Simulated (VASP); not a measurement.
TiBr: single point with PBE

TiBr:

```
Ti Br
1.0
     0.00000    2.74563    2.74563
     2.74563    0.00000    2.74563
     2.74563    2.74563    0.00000
Ti Br
1 1
Cartesian
  2.7456 2.7456 2.7456
  0.0000 0.0000 0.0000
```

The cell was generated, and may not be a known phase.

```
Program             : VASP 6.6.1
Task                : single point
Functional          : PBE
Potentials or basis : VASP PAW PBE potentials, release 64 (Ti_sv, Br)
Cutoff              : 520 eV
k mesh              : 6 × 6 × 6
Occupations         : gaussian, width 0.1 eV
Spin                : collinear spin
Starting moments    : [1.0, 0.0] μB
```

```yaml
Pressure: -0.7 GPa
Net_moment: 1.97 μB per cell
Site_moments: Ti +1.49; Br +0.02 μB
Valence_electrons_inside_the_program's_atomic_spheres: Ti 10.27; Br 4.91
```

Levels at points of the mesh, in eV from the Fermi level:
Spin up:
```tsv
k point	band 7	band 8	band 9	band 10	band 11	band 12	band 13	band 14	band 15	band 16
(0.00, 0.00, 0.00)	-5.49	-5.49	-1.37	-1.37	-1.37	-1.15	-0.93	-0.93	7.14	8.03
(0.50, 0.00, 0.00)	-6.68	-6.68	-0.04	-0.04	0.02	0.46	1.88	1.88	4.17	4.17
(0.50, 0.50, 0.00)	-6.52	-6.52	-2.76	-0.33	0.34	0.34	0.40	0.56	5.90	6.59
```
Spin down:
```csv
k point,band 5,band 6,band 7,band 8,band 9,band 10,band 11,band 12,band 13,band 14
"(0.00, 0.00, 0.00)",-18.98,-5.42,-5.42,-5.42,-0.41,-0.12,-0.12,-0.12,0.16,0.16
"(0.50, 0.00, 0.00)",-18.36,-8.61,-6.46,-6.46,1.02,1.41,1.44,1.44,2.97,2.97
"(0.50, 0.50, 0.00)",-18.38,-7.99,-6.38,-6.38,-1.73,0.82,1.32,1.73,1.88,1.88
```

Run time: 110 s on 1 thread of Intel(R) Xeon(R) Platinum 8375C CPU @ 2.90GHz (Ice Lake) (shared host), peak memory 0.19 GiB.

Caveat: semilocal functionals often make such compounds metallic where correlation or magnetic order opens a gap, which also shifts bond lengths.
